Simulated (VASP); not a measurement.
A run of VASP 6.6.1 is set up as follows.

INCAR

```
SYSTEM = YSe
  PREC = Accurate
  ENCUT = 520
  EDIFF = 1E-6
  ISMEAR = -1
  SIGMA = 0.1
  LREAL = .False.
  LASPH = .True.
  NELM = 60
  ALGO = Normal
  ISIF = 2
  LWAVE = .False.
  LCHARG = .False.
  NBANDS = 16
```

The input KPOINTS:

```
regular mesh
0
Gamma
  14 14 14
  0 0 0
```

File POSCAR:

```
YSe
1.0
    0.0000000000      2.8215104239      2.8215104239
    2.8215104239      0.0000000000      2.8215104239
    2.8215104239      2.8215104239      0.0000000000
Y Se
1 1
Direct
    0.5000000000      0.5000000000      0.5000000000
    0.0000000000      0.0000000000      0.0000000000
```

Potentials or basis: VASP PAW LDA potentials, release 64 (Y_sv, Se).

Launch:

```console
$ cat potpaw_LDA.64/Y_sv/POTCAR potpaw_LDA.64/Se/POTCAR > POTCAR
$ mpirun -np 1 vasp_std > vasp.out
```

What does it give for the pressure?

0.2 GPa.
